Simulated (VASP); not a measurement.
# Co (P6_3/mmc) in VASP: notebook

Runs on Co. Level: r2SCAN. Tasks: single point.

Program: VASP 6.6.1. These are calculated values, not measurements. Logs are shortened: lines on timing, memory, paths and dates and some standing lists are left out, and cuts for length are marked.

### 1 The cell of the first run

The structure is hexagonal, space group P6_3/mmc (No. 194). The conventional cell has a = 2.473 Å, b = 2.473 Å, c = 4.014 Å, α = 90.00°, β = 90.00°, γ = 120.00°. Within 3.3 Å of Co (site symmetry -6m2) lie 12 Co at 2.46 to 2.47 Å.

### 2 Single point, r2SCAN, collinear spin, ferromagnetic start

Contents of POSCAR:

```
Co
1.0
    2.4726832989      0.0000000000      0.0000000000
   -1.2363416495      2.1414065524      0.0000000000
    0.0000000000      0.0000000000      4.0144467266
Co
2
Direct
    0.3333333333      0.6666666667      0.7500000000
    0.6666666667      0.3333333333      0.2500000000
```

Contents of INCAR.step1:

```
SYSTEM = Co
ALGO = Normal
EDIFF = 1E-4
ENCUT = 520
GGA = PE
ISMEAR = 0
ISPIN = 2
LASPH = .True.
LCHARG = .False.
LMAXMIX = 4
LREAL = .False.
LWAVE = .True.
MAGMOM = 2.08 2.08
NBANDS = 20
NELM = 150
PREC = Accurate
SIGMA = 0.05
```

Contents of INCAR.step2:

```
SYSTEM = Co
ALGO = Normal
EDIFF = 1E-7
ENCUT = 520
ISIF = 2
ISMEAR = 0
ISPIN = 2
ISTART = 1
LASPH = .True.
LCHARG = .True.
LELF = .True.
LMAXMIX = 4
LMIXTAU = .True.
LORBIT = 11
LREAL = .False.
LVHAR = .True.
LWAVE = .False.
MAGMOM = 2.08 2.08
METAGGA = R2SCAN
NBANDS = 20
NELM = 150
PREC = Accurate
SIGMA = 0.05
```

Contents of KPOINTS:

```
k-points
0
Gamma
  20 20 10
  0 0 0
```

Potentials or basis: VASP PAW PBE potentials, release 64 (Co).

The run is started by

```console
> cat potpaw_PBE.64/Co/POTCAR > POTCAR
> cp INCAR.step1 INCAR
> mpirun -np 1 vasp_std > vasp.out
> cp INCAR.step2 INCAR
> mpirun -np 1 vasp_std > vasp.out
```

OUTCAR:

```text
SYSTEM = Co
   EDIFF = 1E-7
   ENCUT = 520
   ISIF = 2
   ISMEAR = 0
   ISPIN = 2
   ISTART = 1
   LASPH = .True.
   LORBIT = 11
   LREAL = .False.
   METAGGA = R2SCAN
   NELM = 150
   PREC = Accurate

 ion  position               nearest neighbor table
   1  0.333  0.667  0.750-   2 2.46   2 2.46   2 2.46   2 2.46   2 2.46   2 2.46
   2  0.667  0.333  0.250-   1 2.46   1 2.46   1 2.46   1 2.46   1 2.46   1 2.46

  LATTYP: Found a hexagonal cell.
 ALAT       =     2.4726832989
 C/A-ratio  =     1.6235183569

  Lattice vectors:

 A1 = (   2.4726832989,   0.0000000000,   0.0000000000)
 A2 = (  -1.2363416495,   2.1414065524,   0.0000000000)
 A3 = (   0.0000000000,   0.0000000000,   4.0144467266)

Analysis of symmetry for initial positions (statically):
=====================================================================
 Subroutine PRICEL returns:
 Original cell was already a primitive cell.

 Routine SETGRP: Setting up the symmetry group for a
 hexagonal supercell.

 Subroutine GETGRP returns: Found 24 space group operations
 (whereof 12 operations were pure point group operations)
 out of a pool of 24 trial point group operations.

The static configuration has the point symmetry D_3d.
 The point group associated with its full space group is D_6h.

Analysis of symmetry for dynamics (positions and initial velocities):
=====================================================================
 Subroutine PRICEL returns:
 Original cell was already a primitive cell.

 Routine SETGRP: Setting up the symmetry group for a
 hexagonal supercell.

 Subroutine GETGRP returns: Found 24 space group operations
 (whereof 12 operations were pure point group operations)
 out of a pool of 24 trial point group operations.

The dynamic configuration has the point symmetry D_3d.
 The point group associated with its full space group is D_6h.

Analysis of structural, dynamic, and magnetic symmetry:
=====================================================================
 Subroutine PRICEL returns:
 Original cell was already a primitive cell.

 Routine SETGRP: Setting up the symmetry group for a
 hexagonal supercell.

 Subroutine GETGRP returns: Found 24 space group operations
 (whereof 12 operations were pure point group operations)
 out of a pool of 24 trial point group operations.

The overall configuration has the point symmetry D_3d.
 The point group associated with its full space group is D_6h.

 Subroutine INISYM returns: Found 24 space group operations
 (whereof 12 operations are pure point group operations),
 and found     1 'primitive' translations

----------------------------------------------------------------------------------------

                                     Primitive cell

  volume of cell :      21.2566

  direct lattice vectors                    reciprocal lattice vectors
     2.472683299  0.000000000  0.000000000     0.404418957  0.233491394  0.000000000
    -1.236341649  2.141406552  0.000000000     0.000000000  0.466982787  0.000000000
     0.000000000  0.000000000  4.014446727     0.000000000  0.000000000  0.249100329

  length of vectors
     2.472683299  2.472683299  4.014446727     0.466982787  0.466982787  0.249100329

  position of ions in fractional coordinates (direct lattice)
     0.333333333  0.666666667  0.750000000
     0.666666667  0.333333333  0.250000000

  ion indices of the primitive-cell ions
   primitive index   ion index
                 1           1
                 2           2

----------------------------------------------------------------------------------------

 KPOINTS: k-points

Automatic generation of k-mesh.
 Grid dimensions read from file:
 generate k-points for:   20   20   10

 Generating k-lattice:

  Cartesian coordinates                     Fractional coordinates (reciprocal lattice)
     0.020220948  0.011674570  0.000000000     0.050000000  0.000000000  0.000000000
     0.000000000  0.023349139  0.000000000     0.000000000  0.050000000  0.000000000
     0.000000000  0.000000000  0.024910033     0.000000000  0.000000000  0.100000000

  Length of vectors
     0.023349139  0.023349139  0.024910033

  Shift w.r.t. Gamma in fractional coordinates (k-lattice)
     0.000000000  0.000000000  0.000000000

 Subroutine IBZKPT returns following result:
 ===========================================

 Found    264 irreducible k-points:

 Following reciprocal coordinates:
            Coordinates               Weight
  0.000000  0.000000  0.000000      1.000000
  0.050000  0.000000  0.000000      6.000000
  0.100000 -0.000000  0.000000      6.000000
  0.150000  0.000000  0.000000      6.000000
  0.200000 -0.000000  0.000000      6.000000
  0.250000  0.000000  0.000000      6.000000
[... 16 lines left out ...]
  0.200000  0.100000  0.000000     12.000000
  0.250000  0.100000  0.000000     12.000000
 [... further k-points ...]
   k-points           NKPTS =    264   k-points in BZ     NKDIM =    264   number of bands    NBANDS=     20
   number of dos      NEDOS =    301   number of ions     NIONS =      2
   total plane-waves  NPLWV =   9720
   dimension x,y,z NGX =    18 NGY =   18 NGZ =   30
   dimension x,y,z NGXF=    36 NGYF=   36 NGZF=   60
   ions per type =               2
   NGX,Y,Z   is equivalent  to a cutoff of  12.10, 12.10, 12.42 a.u.
   NGXF,Y,Z  is equivalent  to a cutoff of  24.20, 24.20, 24.85 a.u.
 SYSTEM =  Co
   PREC   = accura    normal or accurate (medium, high low for compatibility)
   ISTART =      1    job   : 0-new  1-cont  2-samecut
   ICHARG =      0    charge: 1-file 2-atom 10-const
   ISPIN  =      2    spin polarized calculation?
   LNONCOLLINEAR =      F non collinear calculations
   LSORBIT =      F    spin-orbit coupling
   LASPH  =      T    aspherical Exc in radial PAW
   ENCUT  =  520.0 eV  38.22 Ry    6.18 a.u.   4.60  4.60  7.46*2*pi/ulx,y,z
   NELM   =    150;   NELMIN=  2; NELMDL=  0     # of ELM steps
   EDIFF  = 0.1E-06   stopping-criterion for ELM
   LREAL  =      F    real-space projection
   EDIFFG = 0.1E-05   stopping-criterion for IOM
   NSW    =      0    number of steps for IOM
   IBRION =     -1    ionic relax: 0-MD 1-quasi-New 2-CG
   NFREE  =      0    steps in history (QN), initial steepest desc. (CG)
   ISIF   =      2    stress and relaxation
   ISYM   =      2    0-nonsym 1-usesym 2-fastsym
   POTIM  = 0.5000    time-step for ionic-motion
   TEBEG  =    0.0;   TEEND  =   0.0 temperature during run
   PSTRESS=    0.0 pullay stress
   NELECT =      18.0000    total number of electrons
   NUPDOWN=      -1.0000    fix difference up-down
   EMIN   =  10.00;   EMAX   =-10.00  energy-range for DOS
   EFERMI =   0.00;   METHOD = LEGACY
   ISMEAR =     0;   SIGMA  =   0.05  broadening in eV -4-tet -1-fermi 0-gaus
   EFERMI_NEDOS =   21; number of points for ismear=-14 and -15
   IALGO  =     38    algorithm
   IMIX   =      4    mixing-type and parameters
     AMIX     =   0.40;   BMIX     =  1.00
     AMIX_MAG =   1.60;   BMIX_MAG =  1.00
  volume/ion in A,a.u.               =      10.63        71.72
  Fermi-wavevector in a.u.,A,eV,Ry     =   1.548821  2.926847 32.638287  2.398846
  Thomas-Fermi vector in A             =   2.653716
   LORBIT       =     11    0 simple, 1 ext, 2 COOP (PROOUT), +10 PAW based schemes
   METAGGA = R2SCAN    functional components
   LHFCALC =     F    Hartree Fock is set to
   AEXX    =    0.0000 exact exchange contribution
   IVDW    =     0    specifies the selected vdW correction
   LEPSILON=     F    determine dielectric tensor
   LRPA    =     F    only Hartree local field effects (RPA)
 spin polarized calculation
 Gauss-broadening in eV      SIGMA  =   0.05
  energy-cutoff  :      520.00
  volume of cell :       21.26
 maximum number of plane-waves:       588
   NGX =  9   NGY =  9   NGZ = 15

 number of electron      17.9999989 magnetization       3.4917026

 Free energy of the ion-electron system (eV)
  ---------------------------------------------------
  ext. energy  EPLUGINS =         0.00000000
  ---------------------------------------------------
  free energy    TOTEN  =       -26.41413606 eV

  energy without entropy =      -26.41218985  energy(sigma->0) =      -26.41316295

 E-fermi :  10.6138     XC(G=0): -14.8178

 val. band max:       10.6135934538   @ k =   0.2500   0.0500   0.4000
 cond. band min:      10.6182111627   @ k =   0.0000   0.0000   0.0000
 fundamental gap:      0.0046177089
 Fermi energy:        10.6138117226

 spin component 1

 k-point     1 :       0.0000    0.0000    0.0000
  band No.  band energies     occupation
      1       1.1478      1.00000
      2       4.7572      1.00000
      3       7.2023      1.00000
      4       7.2389      1.00000
      5       7.2391      1.00000
      6       7.5481      1.00000
[... 12 lines left out ...]
     19      37.5667      0.00000
     20      37.5668      0.00000

 k-point     2 :       0.0500    0.0000    0.0000
  band No.  band energies     occupation
      1       1.2404      1.00000
      2       4.8114      1.00000
      3       7.0943      1.00000
      4       7.2814      1.00000
      5       7.3365      1.00000
      6       7.5281      1.00000
[... 12 lines left out ...]
     19      38.8599      0.00000
     20      39.4053      0.00000
[... 465 lines left out ...]
      3       6.2806      1.00000
      4       6.4188      1.00000
      5       7.2565      1.00000
      6       7.2799      1.00000
[... 12 lines left out ...]
     19      36.4919      0.00000
     20      37.7008      0.00000

 k-point    24 :       0.2500    0.1000    0.0000
  band No.  band energies     occupation
      1       4.1735      1.00000
      2       5.6221      1.00000
      3       5.9602      1.00000
      4       6.4659      1.00000
      5       7.1556      1.00000
      6       7.3384      1.00000
[... 12 lines left out ...]
     19      35.9550      0.00000
     20      36.9776      0.00000

 [... further k-points ...]

 spin component 2

 k-point     1 :       0.0000    0.0000    0.0000
  band No.  band energies     occupation
      1       0.5659      1.00000
      2       5.9377      1.00000
      3       9.6302      1.00000
      4       9.7147      1.00000
      5       9.7147      1.00000
      6       9.7981      1.00000
[... 12 lines left out ...]
     19      38.2732      0.00000
     20      38.2732      0.00000

 k-point     2 :       0.0500    0.0000    0.0000
  band No.  band energies     occupation
      1       0.6607      1.00000
      2       6.0045      1.00000
      3       9.5044      1.00000
      4       9.5941      1.00000
      5       9.7640      1.00000
      6       9.8174      1.00000
[... 12 lines left out ...]
     19      39.6331      0.00000
     20      40.0977      0.00000
[... 465 lines left out ...]
      3       7.8377      1.00000
      4       8.4161      1.00000
      5       9.6031      1.00000
      6       9.7449      1.00000
[... 12 lines left out ...]
     19      37.1427      0.00000
     20      38.6968      0.00000

 k-point    24 :       0.2500    0.1000    0.0000
  band No.  band energies     occupation
      1       3.8701      1.00000
      2       7.3263      1.00000
      3       7.5839      1.00000
      4       8.2534      1.00000
      5       9.5990      1.00000
      6       9.6205      1.00000
[... 12 lines left out ...]
     19      36.7066      0.00000
     20      37.8876      0.00000

 [... further k-points ...]
[... 5 lines left out ...]
  --------------------------------------------------------------------------------------
  -------------------------------------------------------------------------------------
  Total       -0.0007092     -0.0007092     -0.0252157      0.0000000      0.0000000      0.0000000
  in kB       -0.0534544     -0.0534544     -1.9005914      0.0000000      0.0000000      0.0000000
  external PRESSURE =      -0.6691667 kB  Pullay stress =       0.0000000 kB

 VOLUME and BASIS-vectors are now :
 -----------------------------------------------------------------------------
  energy-cutoff  :      520.00
  volume of cell :       21.26
      direct lattice vectors                 reciprocal lattice vectors
     2.472683299  0.000000000  0.000000000     0.404418957  0.233491394  0.000000000
    -1.236341649  2.141406552  0.000000000     0.000000000  0.466982787  0.000000000
     0.000000000  0.000000000  4.014446727     0.000000000  0.000000000  0.249100329

 POSITION                                       TOTAL-FORCE (eV/Angst)
 -----------------------------------------------------------------------------------
     -0.00000      1.42760      3.01084         0.000000     -0.000000      0.000000
      1.23634      0.71380      1.00361        -0.000000      0.000000      0.000000
 -----------------------------------------------------------------------------------
    total drift:                                0.000000     -0.000000     -0.000000

  FREE ENERGIE OF THE ION-ELECTRON SYSTEM (eV)
  ---------------------------------------------------
  free  energy   TOTEN  =       -26.4141360607 eV

  energy  without entropy=      -26.4121898478  energy(sigma->0) =      -26.41316295

 total charge

# of ion       s       p       d       tot
------------------------------------------
    1        0.519   0.578   7.240   8.337
    2        0.519   0.578   7.240   8.337
--------------------------------------------------
tot          1.039   1.155  14.479  16.674

 magnetization (x)

# of ion       s       p       d       tot
------------------------------------------
    1       -0.012  -0.085   1.903   1.806
    2       -0.012  -0.085   1.903   1.806
--------------------------------------------------
tot         -0.024  -0.170   3.806   3.612
```

It took 11 min on 1 thread of Oxide Virtual Turin-like, shared host; peak memory 0.23 GiB.

Results:

```yaml
Free_energy: -26.4141 eV
Pressure: -0.1 GPa
Net_moment: 3.49 μB per cell
Site_moments: Co +1.81 μB
Valence_electrons_inside_the_program's_atomic_spheres: Co 8.34
```

Caveat: the PAW data sets were made with another functional, which shifts forces and pressure a little.

### 3 Single point, r2SCAN, collinear spin, ferromagnetic start

This run uses another cell than the first one, of 10.89 Å³/atom, 1.024 times its volume.

Contents of POSCAR:

```
Co
1.0
    2.4925948814      0.0000000000      0.0000000000
   -1.2462974407      2.1586504887      0.0000000000
    0.0000000000      0.0000000000      4.0467735463
Co
2
Direct
    0.3333333333      0.6666666667      0.7500000000
    0.6666666667      0.3333333333      0.2500000000
```

Contents of INCAR.step1:

```
ALGO     = Normal         # electronic algorithm
EDIFF    = 1E-4           # SCF threshold, eV
ENCUT    = 520            # plane-wave cutoff, eV
GGA      = PE             # functional
ISMEAR   = 0              # smearing method
ISPIN    = 2              # spin polarisation
LASPH    = True           # aspherical terms in the spheres
LCHARG   = False          # write CHGCAR
LMAXMIX  = 4              # l up to which the mixer works
LREAL    = False          # projectors in reciprocal space
LWAVE    = True           # write WAVECAR
MAGMOM   = 1.5 1.5        # initial moments
NBANDS   = 20             # bands
NELM     = 150            # most SCF steps
PREC     = Accurate       # precision mode
SIGMA    = 0.05           # smearing width, eV
```

Contents of INCAR.step2:

```
ALGO     = Normal         # electronic algorithm
EDIFF    = 1E-6           # SCF threshold, eV
ENCUT    = 520            # plane-wave cutoff, eV
ISIF     = 2              # what is computed and relaxed
ISMEAR   = 0              # smearing method
ISPIN    = 2              # spin polarisation
ISTART   = 1            
LASPH    = True           # aspherical terms in the spheres
LCHARG   = False          # write CHGCAR
LMAXMIX  = 4              # l up to which the mixer works
LMIXTAU  = True         
LORBIT   = 11             # projections on sites
LREAL    = False          # projectors in reciprocal space
LWAVE    = False          # write WAVECAR
MAGMOM   = 1.5 1.5        # initial moments
METAGGA  = R2SCAN         # meta-GGA
NBANDS   = 20             # bands
NELM     = 150            # most SCF steps
PREC     = Accurate       # precision mode
SIGMA    = 0.05           # smearing width, eV
```

Contents of KPOINTS:

```
k-points
0
Gamma
  20 20 10
```

Potentials or basis: VASP PAW PBE potentials, release 64 (Co).

The run is started by

```console
> cat potpaw_PBE.64/Co/POTCAR > POTCAR
> cp INCAR.step1 INCAR
> mpirun -np 1 vasp_std > vasp.out
> cp INCAR.step2 INCAR
> mpirun -np 1 vasp_std > vasp.out
```

Run time: 19 min. Hardware: 1 thread of Oxide Virtual Turin-like, shared host; peak memory 0.24 GiB.

The run converged. Its results:

| Property | Result |
| --- | --- |
| Free energy | -26.4052 eV |
| Pressure | -5.4 GPa |
| Net moment | 3.51 μB per cell |
| Site moments | Co +1.82 μB |
| Valence electrons inside the program's atomic spheres | Co 8.29 |

Levels at points of the mesh, in eV from the Fermi level:
Spin up:
```tsv
k point	band 8	band 9	band 10	band 11	band 12	band 13	band 14	band 15
(0.00, 0.00, 0.00)	-2.73	-2.73	-1.66	-1.66	-0.27	6.08	22.70	25.25
(0.50, 0.00, 0.00)	-1.50	-1.45	-1.35	0.87	3.02	9.72	10.47	12.68
(0.00, 0.00, 0.50)	-3.42	-1.96	-1.96	-1.96	-1.96	15.13	15.13	23.47
(0.50, 0.00, 0.50)	-1.79	-1.41	-1.41	1.42	1.42	7.09	7.09	18.82
```
Spin down:
```csv
k point,band 3,band 4,band 5,band 6,band 7,band 8,band 9,band 10,band 11,band 12
"(0.00, 0.00, 0.00)",-0.95,-0.86,-0.86,-0.82,-0.48,-0.48,0.02,0.02,1.27,1.27
"(0.50, 0.00, 0.00)",-3.41,-2.32,-1.05,-0.99,-0.60,1.39,1.54,1.56,2.60,4.33
"(0.00, 0.00, 0.50)",-1.62,-1.62,-0.92,-0.92,-0.92,-0.92,0.92,0.92,0.92,0.92
"(0.50, 0.00, 0.50)",-2.50,-2.50,0.02,0.02,0.11,0.11,1.49,1.49,2.15,2.15
```

Caveat: the PAW data sets were made with another functional, which shifts forces and pressure a little.
